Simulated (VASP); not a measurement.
Runs of VASP 6.6.1 on HfN (rocksalt type). The structure is that of space group Fm-3m (No. 225), or close to it. The cells are those of the table. 

```csv
task,cell,k mesh,cutoff (eV),gap on the mesh (eV),pressure (GPa)
single point,"a = 3.216 Å, angles 60.0°, 2 atoms",16 × 16 × 16,520,none,-2.3
relaxation of cell and atoms,"relaxed to 340 GPa from a = 2.744 Å, angles 60.0°, 2 atoms",18 × 18 × 18,600,none,340.0
relaxation of cell and atoms,"relaxed from a = 3.047 Å, angles 60.0°, 2 atoms",16 × 16 × 16,600,none,0.0
single point,"a = 2.744 Å, angles 60.0°, 2 atoms",18 × 18 × 18,520,none,(a)
```

Alike in all rows: level PBE; potentials or basis VASP PAW PBE potentials, release 64 (Hf_pv, N); no spin polarisation; smearing fermi-dirac 0.05 eV.

Problem. Fill in the values left out.

Solution. (a) 342.7.

Caveats: spin-orbit coupling is left out, which moves the levels of the heavy elements; the cell is relaxed towards a set pressure, so the enthalpy falls and the energy may rise (some runs).

A k mesh can miss the band edges, and the runs leave out spin-orbit coupling on Hf.

A gap of «none» marks levels without a gap at the run's occupations.
